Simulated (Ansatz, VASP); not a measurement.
**CaO: VASP beside Ansatz**

```
Ca O
1.0
     0.00000    2.44900    2.44900
     2.44900    0.00000    2.44900
     2.44900    2.44900    0.00000
Ca O
1 1
Direct
  0.00000 0.00000 0.00000
  0.50000 0.50000 0.50000
```

Alike in both runs: task single point; functional r2SCAN; k mesh 8 × 8 × 8; occupations gaussian, width 0.05 eV; no spin polarisation.

|  | VASP | Ansatz |
| --- | --- | --- |
| version | VASP 6.6.1 | Ansatz 0.2.0 |
| potentials or method | VASP PAW PBE potentials, release 64 (Ca_sv, O), cutoff 520 eV | scalar-relativistic, plane waves, PAW |
| valence electrons in the cell | 16 | 16 |

```tsv
	VASP	Ansatz	Ansatz less VASP
gap on the k mesh at the Fermi level (eV)	4.20	4.20	+0.008
least direct gap on the mesh (eV)	4.58	4.59	+0.011
pressure (GPa)	-5.7	-6.5	-0.78
```

VASP's potentials were made for PBE, not for r2SCAN. With one functional, cell and mesh, what is left measures potentials, basis and numerics.
